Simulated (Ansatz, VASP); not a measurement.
One calculation of LiCl, two programs

```xyz
12
Lattice="6.4431 0.0000 0.0000 0.0000 10.6303 0.0000 0.0000 0.0000 3.6592" Properties=species:S:1:pos:R:3 pbc="T T T"
Li    3.7707    6.8361    1.8296
Li    2.6725    3.7942    1.8296
Li    0.0000    5.3151    0.0000
Li    0.5491    9.1093    1.8296
Li    5.8940    1.5210    1.8296
Li    3.2216    0.0000    0.0000
Cl    0.3331    3.6655    1.8296
Cl    6.1100    6.9648    1.8296
Cl    3.2216    5.3151    0.0000
Cl    3.5547    1.6497    1.8296
Cl    2.8884    8.9806    1.8296
Cl    0.0000    0.0000    0.0000
```

Alike in both runs: task single point; functional PBE; k mesh 4 × 2 × 6; occupations gaussian, width 0.1 eV; no spin polarisation.

|  | VASP | Ansatz |
| --- | --- | --- |
| version | VASP 6.6.1 | Ansatz 0.2.0 |
| potentials or method | VASP PAW PBE potentials, release 64 (Li_sv, Cl), cutoff 520 eV | scalar-relativistic, plane waves, PAW |
| valence electrons in the cell | 60 | 60 |

```csv
,VASP,Ansatz,Ansatz less VASP
gap on the k mesh at the Fermi level (eV),5.48,5.48,-0.008
least direct gap on the mesh (eV),5.48,5.48,-0.008
rms of the force components (eV/Å),0.003,0.002,-0.0009
```

Atom by atom the forces differ by 0.001 eV/Å (rms over components).

Noted on VASP's run: the cutoff is under 1.25 times that of the potentials, so the pressure is a little rough.
